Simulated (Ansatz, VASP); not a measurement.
**One calculation of InWSe3, two programs**

```
In W Se
1.0
     5.01313    0.00000    0.00000
     0.00000    5.01313    0.00000
     0.00000    0.00000    5.01313
In W Se
1 1 3
Direct
  0.50000 0.50000 0.50000
  0.00000 0.00000 0.00000
  0.50000 0.00000 0.00000
  0.00000 0.50000 0.00000
  0.00000 0.00000 0.50000
```

Change from the starting cell: species swapped into the Mn3SnH type (Pm-3m, No. 221).

Alike in both runs: functional PBE; k mesh 4 × 4 × 4; occupations gaussian, width 0.1 eV; no spin polarisation.

Ansatz relaxed the structure, and its values are those at the end. VASP's run is a single point on that final structure, the one shown.

|  | VASP | Ansatz |
| --- | --- | --- |
| version | VASP 6.6.1 | Ansatz 0.2.0 |
| potentials or method | VASP PAW PBE potentials, release 64 (In_d, W_sv, Se), cutoff 520 eV | scalar-relativistic, plane waves, PAW |
| valence electrons in the cell | 45 | 75 |

|  | VASP | Ansatz | Ansatz less VASP |
| --- | --- | --- | --- |
| gap on the k mesh at the Fermi level (eV) | none | none | - |
| pressure (GPa) | 0.0 | -0.1 | -0.10 |

A gap of «none» marks a metal or a gap that the smearing closes. The functional is the same, so the differences come from potentials, cutoffs and numerics. VASP's potentials hold 45 valence electrons a cell and Ansatz's 75, so a difference there can come from the potentials and not from the codes.

Neither program's run includes spin-orbit coupling.
